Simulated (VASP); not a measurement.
# NaCl in VASP: settings compared

Aim: see how the results for NaCl move with the level of theory and the settings. Levels: PBE, r2SCAN. Tasks: single point.

Everything below comes from runs of VASP 6.6.1. Logs are shortened: lines on timing, memory, paths and dates and some standing lists are left out, and cuts for length are marked.

## Step 1: The cell of the first run

Symmetry: Fm-3m, No. 225, cubic system. Conventional cell: a = 5.774 Å, b = 5.774 Å, c = 5.774 Å, α = 90.00°, β = 90.00°, γ = 90.00°. Na (site symmetry m-3m) has 6 Cl at 2.89 Å within 3.8 Å. Within 3.8 Å of Cl (site symmetry m-3m) lie 6 Na at 2.89 Å.

## Step 2: Single point, PBE (strain +3.0%)

File INCAR:

```
SYSTEM = NaCl
PREC = Accurate ; ENCUT = 520
EDIFF = 1E-6 ; ISMEAR = -1
SIGMA = 0.02 ; LREAL = .False.
LASPH = .True. ; NELM = 80
ALGO = Normal ; ISIF = 2
LWAVE = .False. ; LCHARG = .False.
GGA = PE ; NBANDS = 14
```

File KPOINTS:

```
regular mesh
0
Gamma
  8 8 8
  0 0 0
```

File POSCAR:

```
NaCl
1.0
    0.0000000000      2.8867798043      2.8867798043
    2.8867798043      0.0000000000      2.8867798043
    2.8867798043      2.8867798043      0.0000000000
Na Cl
1 1
Direct
    0.0000000000      0.0000000000      0.0000000000
    0.5000000000      0.5000000000      0.5000000000
```

Potentials or basis: VASP PAW PBE potentials, release 64 (Na_pv, Cl).

Started as:

```
cat potpaw_PBE.64/Na_pv/POTCAR potpaw_PBE.64/Cl/POTCAR > POTCAR
mpirun -np 1 vasp_std > vasp.out
```

OUTCAR:

```text
SYSTEM = NaCl
   PREC = Accurate
   ENCUT = 520
   EDIFF = 1E-6
   ISMEAR = -1
   LREAL = .False.
   LASPH = .True.
   NELM = 80
   ISIF = 2
   GGA = PE

 ion  position               nearest neighbor table
   1  0.000  0.000  0.000-
   2  0.500  0.500  0.500-

  LATTYP: Found a face centered cubic cell.
 ALAT       =     5.7735596086

  Lattice vectors:

 A1 = (   0.0000000000,   2.8867798043,   2.8867798043)
 A2 = (   2.8867798043,   0.0000000000,   2.8867798043)
 A3 = (   2.8867798043,   2.8867798043,   0.0000000000)

Analysis of symmetry for initial positions (statically):
=====================================================================
 Subroutine PRICEL returns:
 Original cell was already a primitive cell.

 Routine SETGRP: Setting up the symmetry group for a
 face centered cubic supercell.

 Subroutine GETGRP returns: Found 48 space group operations
 (whereof 48 operations were pure point group operations)
 out of a pool of 48 trial point group operations.

The static configuration has the point symmetry O_h .

Analysis of symmetry for dynamics (positions and initial velocities):
=====================================================================
 Subroutine PRICEL returns:
 Original cell was already a primitive cell.

 Routine SETGRP: Setting up the symmetry group for a
 face centered cubic supercell.

 Subroutine GETGRP returns: Found 48 space group operations
 (whereof 48 operations were pure point group operations)
 out of a pool of 48 trial point group operations.

The dynamic configuration has the point symmetry O_h .

 Subroutine INISYM returns: Found 48 space group operations
 (whereof 48 operations are pure point group operations),
 and found     1 'primitive' translations

----------------------------------------------------------------------------------------

                                     Primitive cell

  volume of cell :      48.1139

  direct lattice vectors                    reciprocal lattice vectors
     0.000000000  2.886779804  2.886779804    -0.173203373  0.173203373  0.173203373
     2.886779804  0.000000000  2.886779804     0.173203373 -0.173203373  0.173203373
     2.886779804  2.886779804  0.000000000     0.173203373  0.173203373 -0.173203373

  length of vectors
     4.082523151  4.082523151  4.082523151     0.299997043  0.299997043  0.299997043

  position of ions in fractional coordinates (direct lattice)
     0.000000000  0.000000000  0.000000000
     0.500000000  0.500000000  0.500000000

  ion indices of the primitive-cell ions
   primitive index   ion index
                 1           1
                 2           2

----------------------------------------------------------------------------------------

 KPOINTS: regular mesh

Automatic generation of k-mesh.
 Grid dimensions read from file:
 generate k-points for:    8    8    8

 Generating k-lattice:

  Cartesian coordinates                     Fractional coordinates (reciprocal lattice)
    -0.021650422  0.021650422  0.021650422     0.125000000  0.000000000  0.000000000
     0.021650422 -0.021650422  0.021650422     0.000000000  0.125000000  0.000000000
     0.021650422  0.021650422 -0.021650422     0.000000000  0.000000000  0.125000000

  Length of vectors
     0.037499630  0.037499630  0.037499630

  Shift w.r.t. Gamma in fractional coordinates (k-lattice)
     0.000000000  0.000000000  0.000000000

 Subroutine IBZKPT returns following result:
 ===========================================

 Found     29 irreducible k-points:

 Following reciprocal coordinates:
            Coordinates               Weight
  0.000000  0.000000  0.000000      1.000000
  0.125000  0.000000  0.000000      8.000000
  0.250000  0.000000  0.000000      8.000000
  0.375000  0.000000  0.000000      8.000000
  0.500000  0.000000  0.000000      4.000000
  0.125000  0.125000  0.000000      6.000000
[... 16 lines left out ...]
  0.500000  0.250000  0.125000     48.000000
 -0.375000  0.250000  0.125000     24.000000
 [... further k-points ...]
   k-points           NKPTS =     29   k-points in BZ     NKDIM =     29   number of bands    NBANDS=     14
   number of dos      NEDOS =    301   number of ions     NIONS =      2
   total plane-waves  NPLWV =  27000
   dimension x,y,z NGX =    30 NGY =   30 NGZ =   30
   dimension x,y,z NGXF=    60 NGYF=   60 NGZF=   60
   ions per type =               1   1
   NGX,Y,Z   is equivalent  to a cutoff of  12.22, 12.22, 12.22 a.u.
   NGXF,Y,Z  is equivalent  to a cutoff of  24.43, 24.43, 24.43 a.u.
 SYSTEM =  NaCl
   PREC   = accura    normal or accurate (medium, high low for compatibility)
   ISTART =      0    job   : 0-new  1-cont  2-samecut
   ICHARG =      2    charge: 1-file 2-atom 10-const
   ISPIN  =      1    spin polarized calculation?
   LNONCOLLINEAR =      F non collinear calculations
   LSORBIT =      F    spin-orbit coupling
   LASPH  =      T    aspherical Exc in radial PAW
   ENCUT  =  520.0 eV  38.22 Ry    6.18 a.u.   7.59  7.59  7.59*2*pi/ulx,y,z
   NELM   =     80;   NELMIN=  2; NELMDL= -5     # of ELM steps
   EDIFF  = 0.1E-05   stopping-criterion for ELM
   LREAL  =      F    real-space projection
   EDIFFG = 0.1E-04   stopping-criterion for IOM
   NSW    =      0    number of steps for IOM
   IBRION =     -1    ionic relax: 0-MD 1-quasi-New 2-CG
   NFREE  =      0    steps in history (QN), initial steepest desc. (CG)
   ISIF   =      2    stress and relaxation
   ISYM   =      2    0-nonsym 1-usesym 2-fastsym
   POTIM  = 0.5000    time-step for ionic-motion
   TEBEG  =    0.0;   TEEND  =   0.0 temperature during run
   PSTRESS=    0.0 pullay stress
   NELECT =      14.0000    total number of electrons
   NUPDOWN=      -1.0000    fix difference up-down
   EMIN   =  10.00;   EMAX   =-10.00  energy-range for DOS
   EFERMI =   0.00;   METHOD = LEGACY
   ISMEAR =    -1;   SIGMA  =   0.02  broadening in eV -4-tet -1-fermi 0-gaus
   EFERMI_NEDOS =   21; number of points for ismear=-14 and -15
   IALGO  =     38    algorithm
   IMIX   =      4    mixing-type and parameters
     AMIX     =   0.40;   BMIX     =  1.00
     AMIX_MAG =   1.60;   BMIX_MAG =  1.00
  volume/ion in A,a.u.               =      24.06       162.34
  Fermi-wavevector in a.u.,A,eV,Ry     =   1.084827  2.050026 16.012014  1.176850
  Thomas-Fermi vector in A             =   2.220926
   LORBIT       =      0    0 simple, 1 ext, 2 COOP (PROOUT), +10 PAW based schemes
   GGA     = PE    functional components
   LHFCALC =     F    Hartree Fock is set to
   AEXX    =    0.0000 exact exchange contribution
   IVDW    =     0    specifies the selected vdW correction
   LEPSILON=     F    determine dielectric tensor
   LRPA    =     F    only Hartree local field effects (RPA)
 non-spin polarized calculation
  energy-cutoff  :      520.00
  volume of cell :       48.11
 maximum number of plane-waves:      1314
   NGX = 15   NGY = 15   NGZ = 15

 number of electron      13.9999997 magnetization

 Free energy of the ion-electron system (eV)
  ---------------------------------------------------
  ext. energy  EPLUGINS =         0.00000000
  ---------------------------------------------------
  free energy    TOTEN  =        -6.77265476 eV

  energy without entropy =       -6.77265476  energy(sigma->0) =       -6.77265476

 E-fermi :  -0.6124     XC(G=0):  -7.8707

 val. band max:       -1.1173101159   @ k =   0.0000   0.0000   0.0000
 cond. band min:       3.7313654317   @ k =   0.0000   0.0000   0.0000
 fundamental gap:      4.8486755476
 Fermi energy:        -0.6124135120

 k-point     1 :       0.0000    0.0000    0.0000
  band No.  band energies     occupation
      1     -22.0814      2.00000
      2     -22.0814      2.00000
      3     -22.0814      2.00000
      4     -13.6286      2.00000
      5      -1.1173      2.00000
      6      -1.1173      2.00000
      7      -1.1173      2.00000
      8       3.7314      0.00000
      9       9.9219      0.00000
     10       9.9219      0.00000
     11       9.9219      0.00000
     12      11.9943      0.00000
     13      11.9943      0.00000
     14      13.4838      0.00000

 k-point     2 :       0.1250    0.0000    0.0000
  band No.  band energies     occupation
      1     -22.0845      2.00000
      2     -22.0816      2.00000
      3     -22.0816      2.00000
      4     -13.5905      2.00000
      5      -1.4470      2.00000
      6      -1.1522      2.00000
      7      -1.1522      2.00000
      8       4.1985      0.00000
      9       9.3703      0.00000
     10      10.0952      0.00000
     11      10.0952      0.00000
     12      11.7041      0.00000
     13      11.7041      0.00000
     14      14.2909      0.00000

 k-point     3 :       0.2500    0.0000    0.0000
  band No.  band energies     occupation
      1     -22.0918      2.00000
      2     -22.0822      2.00000
      3     -22.0822      2.00000
      4     -13.4961      2.00000
      5      -2.0993      2.00000
      6      -1.2341      2.00000
      7      -1.2341      2.00000
      8       5.1621      0.00000
      9       8.7225      0.00000
     10      10.1296      0.00000
     11      10.1297      0.00000
     12      11.8999      0.00000
     13      11.8999      0.00000
     14      13.9435      0.00000
[... 324 lines left out ...]
 k-point    23 :       0.5000    0.2500    0.1250
  band No.  band energies     occupation
      1     -22.0966      2.00000
      2     -22.0870      2.00000
      3     -22.0840      2.00000
      4     -13.3602      2.00000
      5      -2.4879      2.00000
      6      -1.7208      2.00000
      7      -1.4298      2.00000
      8       6.7640      0.00000
      9       8.1987      0.00000
     10       8.6535      0.00000
     11      10.5248      0.00000
     12      12.3102      0.00000
     13      14.4640      0.00000
     14      15.0324      0.00000

 k-point    24 :      -0.3750    0.2500    0.1250
  band No.  band energies     occupation
      1     -22.0982      2.00000
      2     -22.0874      2.00000
      3     -22.0846      2.00000
      4     -13.3293      2.00000
      5      -2.5909      2.00000
      6      -1.7890      2.00000
      7      -1.4772      2.00000
      8       7.0281      0.00000
      9       8.0923      0.00000
     10       8.8789      0.00000
     11      10.3507      0.00000
     12      12.8675      0.00000
     13      14.0382      0.00000
     14      15.1245      0.00000

 [... further k-points ...]
[... 5 lines left out ...]
  --------------------------------------------------------------------------------------
  -------------------------------------------------------------------------------------
  Total       -0.2710478     -0.2710478     -0.2710478      0.0000000     -0.0000000     -0.0000000
  in kB       -9.0257967     -9.0257967     -9.0257967      0.0000000     -0.0000000     -0.0000000
  external PRESSURE =      -9.0257967 kB  Pullay stress =       0.0000000 kB

 VOLUME and BASIS-vectors are now :
 -----------------------------------------------------------------------------
  energy-cutoff  :      520.00
  volume of cell :       48.11
      direct lattice vectors                 reciprocal lattice vectors
     0.000000000  2.886779804  2.886779804    -0.173203373  0.173203373  0.173203373
     2.886779804  0.000000000  2.886779804     0.173203373 -0.173203373  0.173203373
     2.886779804  2.886779804  0.000000000     0.173203373  0.173203373 -0.173203373

 POSITION                                       TOTAL-FORCE (eV/Angst)
 -----------------------------------------------------------------------------------
      0.00000      0.00000      0.00000         0.000000     -0.000000      0.000000
      2.88678      2.88678      2.88678        -0.000000      0.000000     -0.000000
 -----------------------------------------------------------------------------------
    total drift:                               -0.000000      0.000000      0.000000

  FREE ENERGIE OF THE ION-ELECTRON SYSTEM (eV)
  ---------------------------------------------------
  free  energy   TOTEN  =        -6.7726547553 eV

  energy  without entropy=       -6.7726547553  energy(sigma->0) =       -6.77265476
```

It took 26 s on 1 thread of AMD EPYC 7R13, shared host; peak memory 0.14 GiB.

What came out:

```yaml
Free_energy: -6.7727 eV
Pressure: -0.9 GPa
Band_gap_on_the_k_mesh: 4.85 eV
```

Caveat: the cell differs from its parent crystal (strain +3.0%). A k mesh can miss the band edges.

(Continued in part 2 of 2.)
